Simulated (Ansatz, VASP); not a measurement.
ZrPdSe4 in VASP and in Ansatz

INCAR

```
SYSTEM = ZrPdSe4
  PREC = Accurate
  ENCUT = 520
  EDIFF = 1E-6
  ISMEAR = 0
  SIGMA = 0.1
  LREAL = .False.
  LASPH = .True.
  NELM = 60
  ALGO = Normal
  ISIF = 2
  LWAVE = .False.
  LCHARG = .True.
  GGA = PE
  LELF = .True.
  LVHAR = .True.
  NBANDS = 32
```

File KPOINTS:

```
Automatic mesh
0
Gamma
  4 4 4
  0 0 0
```

The input POSCAR:

```
ZrPdSe4
1.0
   -3.5363331200      3.5363331200      3.3551752100
    3.5363331200     -3.5363331200      3.3551752100
    3.5363331200      3.5363331200     -3.3551752100
Zr Pd Se
1 1 4
Direct
    0.0000000000      0.0000000000      0.0000000000
    0.5000000000      0.5000000000      0.0000000000
    0.5000000000      0.8134157200      0.3134157200
    0.5000000000      0.1865842800      0.6865842800
    0.8134157200      0.5000000000      0.3134157200
    0.1865842800      0.5000000000      0.6865842800
```

Input for Ansatz:

```yaml
crystal:
  lattice:
    - [-3.53633312, 3.53633312, 3.35517521]
    - [3.53633312, -3.53633312, 3.35517521]
    - [3.53633312, 3.53633312, -3.35517521]
  atoms:
    - { symbol: Zr, position: [0.0, 0.0, 0.0] }
    - { symbol: Pd, position: [0.5, 0.5, 0.0] }
    - { symbol: Se, position: [0.5, 0.81341572, 0.31341572] }
    - { symbol: Se, position: [0.5, 0.18658428, 0.68658428] }
    - { symbol: Se, position: [0.81341572, 0.5, 0.31341572] }
    - { symbol: Se, position: [0.18658428, 0.5, 0.68658428] }
basis:
  ecutwfc: 420
kpoints:
  mp_grid: { grid: [4, 4, 4] }
hamiltonian:
  xc: pbe
scf:
  occupations: { method: gaussian, width: 0.1 }
  lower_state_search: "off"
output:
  forces: true
  stress: true
  eigenvalues: true
```

Alike in both runs: task single point; functional PBE; k mesh 4 × 4 × 4; occupations gaussian, width 0.1 eV; no spin polarisation.

|  | VASP | Ansatz |
| --- | --- | --- |
| version | VASP 6.6.1 | Ansatz 0.2.0 |
| potentials or method | VASP PAW PBE potentials, release 64 (Zr_sv, Pd, Se), cutoff 520 eV | scalar-relativistic, plane waves, PAW |
| valence electrons in the cell | 46 | 94 |

|  | VASP | Ansatz | Ansatz less VASP |
| --- | --- | --- | --- |
| gap on the k mesh at the Fermi level (eV) | none | none | - |
| pressure (GPa) | 3.9 | 3.8 | -0.07 |
| traceless stress, the component that is largest in VASP (GPa) | -11.77 | -11.70 | +0.071 |
| rms of the force components (eV/Å) | 1.375 | 1.366 | -0.0093 |

Atom by atom the forces differ by 0.009 eV/Å (rms over components). A gap of «none» marks a metal or a gap that the smearing closes. VASP's potentials hold 46 valence electrons a cell and Ansatz's 94, so a difference there can come from the potentials and not from the codes.
